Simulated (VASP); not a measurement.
TaN, 6 atoms in the cell. Symmetry: P6/mmm, No. 191, hexagonal system. The conventional cell has a = 5.085 Å, b = 5.085 Å, c = 2.849 Å, α = 90.00°, β = 90.00°, γ = 120.00°. Ta (site symmetry 6/mmm) has 6 N at 2.54 Å and 14 Ta at 2.85 to 3.26 Å within 3.4 Å. Within 2.7 Å of Ta (site symmetry -6m2) lie 6 N at 2.05 Å. Within 2.7 Å of N (site symmetry mmm) lie 6 Ta at 2.05 to 2.54 Å and 4 N at 2.54 Å. 

- Program: VASP 6.6.1
- Task: single point
- Functional: r2SCAN
- Dispersion: D4
- Potentials or basis: VASP PAW PBE potentials, release 64 (Ta_pv, N)
- Cutoff: 520 eV
- k mesh: 5 × 5 × 8
- Occupations: fermi-dirac, width 0.05 eV
- Spin: no spin polarisation
- Dipole correction: no
- Further INCAR settings: ALGO = Normal; EDIFF = 1e-06; NBANDS = 33

Potentials or basis: VASP PAW PBE potentials, release 64 (Ta_pv, N).

Launch:

```console
$ cat potpaw_PBE.64/Ta_pv/POTCAR potpaw_PBE.64/N/POTCAR > POTCAR
$ cp INCAR.step1 INCAR
$ mpirun -np 1 vasp_std > vasp.out
$ cp INCAR.step2 INCAR
$ mpirun -np 1 vasp_std > vasp.out
```

Hardware: 1 thread of Intel Xeon 8259CL, with other jobs on the host.

Question: Estimate the wall time of this run.

Answer: Wall time 5.2 min on 1 thread of Intel Xeon 8259CL, on a shared host, peak memory 0.22 GiB. Counts: k points 25.
